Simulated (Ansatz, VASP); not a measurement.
One calculation of Al2InN3, two programs

```
CELL_PARAMETERS angstrom
3.02794 0.00000 0.00000
-1.51397 2.62227 0.00000
0.00000 0.00000 7.51765
ATOMIC_POSITIONS crystal
Al 0.33333 0.66667 0.65553
Al 0.66667 0.33333 0.34447
In 0.00000 0.00000 0.00000
N 0.33333 0.66667 0.19677
N 0.66667 0.33333 0.80323
N 0.00000 0.00000 0.50000
```

Change from the starting cell: species swapped into the CaSm2S3 type (P-3m1, No. 164).

Alike in both runs: functional PBE; k mesh 6 × 6 × 2; occupations gaussian, width 0.1 eV; no spin polarisation.

Ansatz relaxed the structure, and its values are those at the end. VASP's run is a single point on that final structure, the one shown.

|  | VASP | Ansatz |
| --- | --- | --- |
| version | VASP 6.6.1 | Ansatz 0.2.0 |
| potentials or method | VASP PAW PBE potentials, release 64 (Al, In_d, N), cutoff 520 eV | scalar-relativistic, plane waves, PAW |
| valence electrons in the cell | 34 | 34 |

VASP gave:

| Property | Result |
| --- | --- |
| gap on the k mesh at the Fermi level (eV) | 2.36 |
| least direct gap on the mesh (eV) | 2.69 |
| pressure (GPa) | -0.1 |
| rms of the force components (eV/Å) | 0.013 |

Question: Which values does Ansatz return?

Answer: gap on the k mesh at the Fermi level (eV): 2.37; least direct gap on the mesh (eV): 2.68; pressure (GPa): -0.1; rms of the force components (eV/Å): 0.003.

The functional is the same, so the differences come from potentials, cutoffs and numerics.
